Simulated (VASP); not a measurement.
# CsI (Pm-3m) in VASP: notebook

Runs on CsI. Level: PBE. Tasks: single point.

Everything below comes from runs of VASP 6.6.1. Logs are shortened: lines on timing, memory, paths and dates and some standing lists are left out, and cuts for length are marked.

### Step 1. The cell of the first run

It takes space group Pm-3m (No. 221, cubic). Conventional cell: a = 4.668 Å, b = 4.668 Å, c = 4.668 Å, α = 90.00°, β = 90.00°, γ = 90.00°. Cs (site symmetry m-3m) has 8 I at 4.04 Å and 6 Cs at 4.67 Å within 5.3 Å. Within 5.3 Å of I (site symmetry m-3m) lie 8 Cs at 4.04 Å and 6 I at 4.67 Å.

### Step 2. Single point, PBE, non-collinear spin, zero start, spin-orbit coupling

Contents of INCAR:

```
SYSTEM = CsI
PREC = Accurate ; ENCUT = 500
EDIFF = 1E-6 ; ISMEAR = 0
SIGMA = 0.05 ; LREAL = .False.
LASPH = .True. ; NELM = 200
ALGO = Normal ; ISIF = 2
LWAVE = .False. ; LCHARG = .True.
MAGMOM = 0 0 0 0 0 0 ; LORBIT = 11
LSORBIT = .True. ; GGA_COMPAT = .False.
LORBMOM = .True. ; GGA = PE
LVHAR = .True. ; NBANDS = 28
```

Contents of KPOINTS:

```
regular mesh
0
Gamma
  6 6 6
  0 0 0
```

Contents of POSCAR:

```
CsI
1.0
    4.6675714917      0.0000000000      0.0000000000
    0.0000000000      4.6675714917      0.0000000000
    0.0000000000      0.0000000000      4.6675714917
Cs I
1 1
Direct
    0.0000000000      0.0000000000      0.0000000000
    0.5000000000      0.5000000000      0.5000000000
```

Potentials or basis: VASP PAW PBE potentials, release 64 (Cs_sv, I).

The run is started by

```bash
cat potpaw_PBE.64/Cs_sv/POTCAR potpaw_PBE.64/I/POTCAR > POTCAR
mpirun -np 1 vasp_ncl > vasp.out
```

OUTCAR:

```text
SYSTEM = CsI
   PREC = Accurate
   ENCUT = 500
   EDIFF = 1E-6
   ISMEAR = 0
   LREAL = .False.
   LASPH = .True.
   NELM = 200
   ISIF = 2
   LORBIT = 11
   LSORBIT = .True.
   GGA = PE

 ion  position               nearest neighbor table
   1  0.000  0.000  0.000-
   2  0.500  0.500  0.500-

  LATTYP: Found a simple cubic cell.
 ALAT       =     4.6675714917

  Lattice vectors:

 A1 = (   4.6675714917,   0.0000000000,   0.0000000000)
 A2 = (   0.0000000000,   4.6675714917,   0.0000000000)
 A3 = (   0.0000000000,   0.0000000000,   4.6675714917)

Analysis of symmetry for initial positions (statically):
=====================================================================
 Subroutine PRICEL returns:
 Original cell was already a primitive cell.

 Routine SETGRP: Setting up the symmetry group for a
 simple cubic supercell.

 Subroutine GETGRP returns: Found 48 space group operations
 (whereof 48 operations were pure point group operations)
 out of a pool of 48 trial point group operations.

The static configuration has the point symmetry O_h .

Analysis of symmetry for dynamics (positions and initial velocities):
=====================================================================
 Subroutine PRICEL returns:
 Original cell was already a primitive cell.

 Routine SETGRP: Setting up the symmetry group for a
 simple cubic supercell.

 Subroutine GETGRP returns: Found 48 space group operations
 (whereof 48 operations were pure point group operations)
 out of a pool of 48 trial point group operations.

The dynamic configuration has the point symmetry O_h .

Analysis of structural, dynamic, and magnetic symmetry:
=====================================================================
 Subroutine PRICEL returns:
 Original cell was already a primitive cell.

 Routine SETGRP: Setting up the symmetry group for a
 simple cubic supercell.

 Subroutine GETGRP returns: Found 48 space group operations
 (whereof 48 operations were pure point group operations)
 out of a pool of 48 trial point group operations.

The overall configuration has the point symmetry O_h .

 Subroutine INISYM returns: Found 48 space group operations
 (whereof 48 operations are pure point group operations),
[... 790 lines left out ...]
 -----------------------------------------------------------------------------------
      0.00000      0.00000      0.00000         0.000000      0.000000      0.000000
      2.33379      2.33379      2.33379         0.000000      0.000000      0.000000
 -----------------------------------------------------------------------------------
    total drift:                               -0.000000      0.000000      0.000000

  FREE ENERGIE OF THE ION-ELECTRON SYSTEM (eV)
  ---------------------------------------------------
  free  energy   TOTEN  =        -5.7309573438 eV

  energy  without entropy=       -5.7309573438  energy(sigma->0) =       -5.73095734

 orbital moment (x)

 # of ion     p       d       tot
 ----------------------------------------
  1         0.000  -0.000  -0.000
  2         0.000  -0.000  -0.000
 ----------------------------------------
            0.000  -0.000  -0.000

 orbital moment (y)

 # of ion     p       d       tot
 ----------------------------------------
  1         0.000   0.000   0.000
  2         0.000  -0.000  -0.000
 ----------------------------------------
            0.000   0.000   0.000

 orbital moment (z)

 # of ion     p       d       tot
 ----------------------------------------
  1         0.000   0.000   0.000
  2         0.000   0.000   0.000
 ----------------------------------------
            0.000   0.000   0.000

 Spin-Orbit-Coupling matrix elements

 Ion:    1  E_soc:     -0.3269290
 l=   1
     0.0000000    -0.0544214    -0.0544214
    -0.0544214     0.0000000    -0.0544214
    -0.0544214    -0.0544214     0.0000000
 l=   2
     0.0000000    -0.0000197     0.0000000    -0.0000197    -0.0000471
    -0.0000197     0.0000000    -0.0000353    -0.0000197    -0.0000118
     0.0000000    -0.0000353     0.0000000    -0.0000353     0.0000000
    -0.0000197    -0.0000197    -0.0000353     0.0000000    -0.0000118
    -0.0000471    -0.0000118     0.0000000    -0.0000118     0.0000000
 l=   3
     0.0000000     0.0000000     0.0000000     0.0000000     0.0000000     0.0000000     0.0000000
     0.0000000     0.0000000     0.0000000     0.0000000     0.0000000     0.0000000     0.0000000
     0.0000000     0.0000000     0.0000000     0.0000000     0.0000000     0.0000000     0.0000000
     0.0000000     0.0000000     0.0000000     0.0000000     0.0000000     0.0000000     0.0000000
     0.0000000     0.0000000     0.0000000     0.0000000     0.0000000     0.0000000     0.0000000
     0.0000000     0.0000000     0.0000000     0.0000000     0.0000000     0.0000000     0.0000000
     0.0000000     0.0000000     0.0000000     0.0000000     0.0000000     0.0000000     0.0000000

 Ion:    2  E_soc:     -0.2528959
 l=   1
     0.0000000    -0.0421438    -0.0421438
    -0.0421438     0.0000000    -0.0421438
    -0.0421438    -0.0421438     0.0000000
 l=   2
     0.0000000    -0.0000007     0.0000000    -0.0000007    -0.0000049
    -0.0000007     0.0000000    -0.0000037    -0.0000007    -0.0000012
     0.0000000    -0.0000037     0.0000000    -0.0000037     0.0000000
    -0.0000007    -0.0000007    -0.0000037     0.0000000    -0.0000012
    -0.0000049    -0.0000012     0.0000000    -0.0000012     0.0000000
 l=   3
     0.0000000     0.0000000     0.0000000     0.0000000     0.0000000     0.0000000     0.0000000
     0.0000000     0.0000000     0.0000000     0.0000000     0.0000000     0.0000000     0.0000000
     0.0000000     0.0000000     0.0000000     0.0000000     0.0000000     0.0000000     0.0000000
     0.0000000     0.0000000     0.0000000     0.0000000     0.0000000     0.0000000     0.0000000
     0.0000000     0.0000000     0.0000000     0.0000000     0.0000000     0.0000000     0.0000000
     0.0000000     0.0000000     0.0000000     0.0000000     0.0000000     0.0000000     0.0000000
     0.0000000     0.0000000     0.0000000     0.0000000     0.0000000     0.0000000     0.0000000

 total charge

# of ion       s       p       d       tot
------------------------------------------
    1        1.835   4.703   0.024   6.563
    2        1.495   2.830   0.002   4.326
--------------------------------------------------
tot          3.330   7.533   0.026  10.889

 magnetization (x)

# of ion       s       p       d       tot
------------------------------------------
    1       -0.000  -0.000   0.000  -0.000
    2        0.000   0.000   0.000   0.000
--------------------------------------------------
tot         -0.000  -0.000   0.000  -0.000

 magnetization (y)

# of ion       s       p       d       tot
------------------------------------------
    1       -0.000  -0.000   0.000  -0.000
    2       -0.000   0.000   0.000  -0.000
--------------------------------------------------
tot         -0.000  -0.000   0.000  -0.000

 magnetization (z)

# of ion       s       p       d       tot
------------------------------------------
    1        0.000   0.000  -0.000   0.000
    2        0.000   0.000   0.000   0.000
--------------------------------------------------
tot          0.000   0.000  -0.000   0.000
```

stdout:

```text
POSCAR found type information on POSCAR CsI
 POSCAR found :  2 types and       2 ions
 scaLAPACK will be used
 LDA part: xc-table for (Slater+PW92), standard interpolation
 POSCAR, INCAR and KPOINTS ok, starting setup
 FFT: planning ... GRIDC
 FFT: planning ... GRID_SOFT
 FFT: planning ... GRID
 WAVECAR not read
 entering main loop
```

It took 50 s on 1 thread of Intel Xeon 6975P-C (Granite Rapids), shared host; peak memory 0.42 GiB.

What came out:

| Quantity | Value |
| --- | --- |
| Free energy | -5.7310 eV |
| Pressure | 0.0 GPa |
| Net moment | 0.00 μB per cell |
| Valence electrons inside the program's atomic spheres | Cs 6.56; I 4.33 |

Moments on the atoms (μB; x, y, z):
```
Cs  0.00 0.00 0.00
I   0.00 0.00 0.00
```

### Step 3. Single point, PBE, non-collinear spin, zero start, spin-orbit coupling

Contents of INCAR:

```
SYSTEM = CsI
  PREC = Accurate
  ENCUT = 500
  EDIFF = 1E-6
  ISMEAR = 1
  SIGMA = 0.01
  LREAL = .False.
  LASPH = .True.
  NELM = 200
  ALGO = Normal
  ISIF = 2
  LWAVE = .False.
  LCHARG = .False.
  MAGMOM = 0 0 0 0 0 0
  LORBIT = 11
  LSORBIT = .True.
  GGA_COMPAT = .False.
  LORBMOM = .True.
  GGA = PE
  NBANDS = 28
```

Contents of KPOINTS:

```
Automatic mesh
0
Gamma
  6 6 6
  0.5 0.5 0.5
```

POSCAR is that of step 2.

Potentials or basis: VASP PAW PBE potentials, release 64 (Cs_sv, I).

The run is started by

```bash
cat potpaw_PBE.64/Cs_sv/POTCAR potpaw_PBE.64/I/POTCAR > POTCAR
mpirun -np 1 vasp_ncl > vasp.out
```

It took 31 s on 1 thread of Intel Xeon 6975P-C (Granite Rapids), shared host; peak memory 0.39 GiB.

It converged, with:

| Item | Value |
| --- | --- |
| Free energy | -5.7310 eV |
| Pressure | 0.0 GPa |
| Net moment | 0.00 μB per cell |
| Valence electrons inside the program's atomic spheres | Cs 6.56; I 4.33 |

Moments on the atoms (μB; x, y, z):
```
Cs  0.00 0.00 0.00
I   0.00 0.00 0.00
```

### Step 4. Single point, PBE, non-collinear spin, zero start, spin-orbit coupling

Contents of INCAR:

```
SYSTEM = CsI
  ALGO = Normal
  EDIFF = 1E-6
  ENCUT = 500
  GGA = PE
  GGA_COMPAT = .FALSE.
  ISIF = 2
  ISMEAR = -5
  LASPH = .TRUE.
  LCHARG = .TRUE.
  LNONCOLLINEAR = .TRUE.
  LORBIT = 11
  LORBMOM = .TRUE.
  LREAL = .FALSE.
  LSORBIT = .TRUE.
  LVHAR = .TRUE.
  LWAVE = .FALSE.
  MAGMOM = 0 0 0 0 0 0
  NBANDS = 28
  NELM = 200
  PREC = Accurate
  SIGMA = 0.1
```

Contents of KPOINTS:

```
k-points
0
G
  6 6 6
  0 0 0
```

POSCAR is that of step 3.

The run is started by

```bash
cat potpaw_PBE.64/Cs_sv/POTCAR potpaw_PBE.64/I/POTCAR > POTCAR
mpirun -np 1 vasp_ncl > vasp.out
```

Wall time 54 s (1 thread of Intel Xeon 6975P-C (Granite Rapids), shared host); peak memory 0.42 GiB.

The run converged. Its results:

| Property | Result |
| --- | --- |
| Free energy | -5.7310 eV |
| Pressure | 0.0 GPa |
| Net moment | 0.00 μB per cell |
| Valence electrons inside the program's atomic spheres | Cs 6.56; I 4.33 |

Moments on the atoms (μB; x, y, z):
```
Cs  0.00 0.00 0.00
I   0.00 0.00 0.00
```

### Step 5. Single point, PBE, non-collinear spin, zero start, spin-orbit coupling

Contents of INCAR:

```
PREC     = Accurate       # precision mode
ENCUT    = 500            # plane-wave cutoff, eV
EDIFF    = 1E-6           # SCF threshold, eV
ISMEAR   = 0              # smearing method
SIGMA    = 0.05           # smearing width, eV
LREAL    = False          # projectors in reciprocal space
LASPH    = True           # aspherical terms in the spheres
NELM     = 200            # most SCF steps
ALGO     = Normal         # electronic algorithm
ISIF     = 2              # what is computed and relaxed
LWAVE    = False          # write WAVECAR
LCHARG   = False          # write CHGCAR
MAGMOM   = 0 0 0 0 0 0    # initial moments
LORBIT   = 11             # projections on sites
LSORBIT  = True           # spin-orbit coupling
GGA_COMPAT= False        
LORBMOM  = True         
GGA      = PE             # functional
NBANDS   = 28             # bands
```

Contents of KPOINTS:

```
regular mesh
0
Gamma
  6 6 6
```

POSCAR is that of step 4.

The run is started by

```bash
cat potpaw_PBE.64/Cs_sv/POTCAR potpaw_PBE.64/I/POTCAR > POTCAR
mpirun -np 1 vasp_ncl > vasp.out
```

Wall time 50 s (1 thread of Intel Xeon 6975P-C (Granite Rapids), shared host); peak memory 0.41 GiB.

The run converged. Its results:

| Item | Value |
| --- | --- |
| Free energy | -5.7310 eV |
| Pressure | 0.0 GPa |
| Net moment | 0.00 μB per cell |
| Valence electrons inside the program's atomic spheres | Cs 6.56; I 4.33 |

Moments on the atoms (μB; x, y, z):
```
Cs  0.00 0.00 0.00
I   0.00 0.00 0.00
```

### Step 6. Single point, PBE, non-collinear spin, zero start, spin-orbit coupling

Contents of INCAR:

```
SYSTEM = CsI
PREC = Accurate
ENCUT = 500
EDIFF = 1E-6
ISMEAR = -4
SIGMA = 0.1
LREAL = .False.
LASPH = .True.
NELM = 200
ALGO = Normal
ISIF = 2
LWAVE = .False.
LCHARG = .False.
MAGMOM = 0 0 0 0 0 0
LORBIT = 11
LSORBIT = .True.
GGA_COMPAT = .False.
LORBMOM = .True.
GGA = PE
NBANDS = 28
```

Contents of KPOINTS:

```
Automatic mesh
0
Gamma
  6 6 6
  0 0 0
```

POSCAR is that of step 5.

Potentials or basis: VASP PAW PBE potentials, release 64 (Cs_sv, I).

The run is started by

```bash
cat potpaw_PBE.64/Cs_sv/POTCAR potpaw_PBE.64/I/POTCAR > POTCAR
mpirun -np 1 vasp_ncl > vasp.out
```

Run time: 45 s. Hardware: 1 thread of Intel Xeon 6975P-C (Granite Rapids), shared host; peak memory 0.42 GiB.

It converged, with:

| Item | Value |
| --- | --- |
| Free energy | -5.7310 eV |
| Pressure | 0.0 GPa |
| Net moment | 0.00 μB per cell |
| Valence electrons inside the program's atomic spheres | Cs 6.56; I 4.33 |

Moments on the atoms (μB; x, y, z):
```
Cs  0.00 0.00 0.00
I   0.00 0.00 0.00
```

### Step 7. The runs side by side

```tsv
k mesh	smearing	pressure (GPa)	moment (μB)
6 × 6 × 6	gaussian 0.05 eV	0.0	0.00
6 × 6 × 6, shifted	methfessel-paxton 0.01 eV	0.0	0.00
6 × 6 × 6	tetrahedron	0.0	0.00
```

Alike in all rows: task single point; level PBE; potentials or basis VASP PAW PBE potentials, release 64 (Cs_sv, I); spin non-collinear, zero start, SOC; cell as given; cutoff (eV) 500.

Absolute energies hang on the potentials; compare differences alone.
